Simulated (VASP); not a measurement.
A run of VASP 6.6.1 is set up as follows.

Contents of INCAR:

```
PREC = Accurate
ENCUT = 520
EDIFF = 1E-6
ISMEAR = 0
SIGMA = 0.01
LREAL = F
LASPH = T
NELM = 100
ALGO = Normal
ISIF = 2
LWAVE = F
LCHARG = F
GGA = PE
NBANDS = 16
```

KPOINTS

```
regular mesh
0
Gamma
  4 4 4
```

Contents of POSCAR:

```
InP
1.0
    0.0000000000      3.0128633875      2.8871300864
    3.0128633875      0.0000000000      2.8871300864
    3.0128633875      3.0128633875      0.0000000000
In P
1 1
Direct
    0.0000000000      0.0000000000      0.0000000000
    0.2500000000      0.2500000000      0.2500000000
```

Potentials or basis: VASP PAW PBE potentials, release 64 (In_d, P).

Launch:

```bash
$ cat potpaw_PBE.64/In_d/POTCAR potpaw_PBE.64/P/POTCAR > POTCAR
$ mpirun -np 1 vasp_std > vasp.out
```

(1) Estimate the pressure.

(2) Predict the band gap on the k mesh.

## Answers

(1) 0.6 GPa.

(2) 0.35 eV, direct.

Caveat: the k points lie up to 0.46 Å⁻¹ apart; the cell differs from its parent crystal (epitaxial xy strain +2.0%); spin-orbit coupling is left out, which moves the levels of the heavy elements.
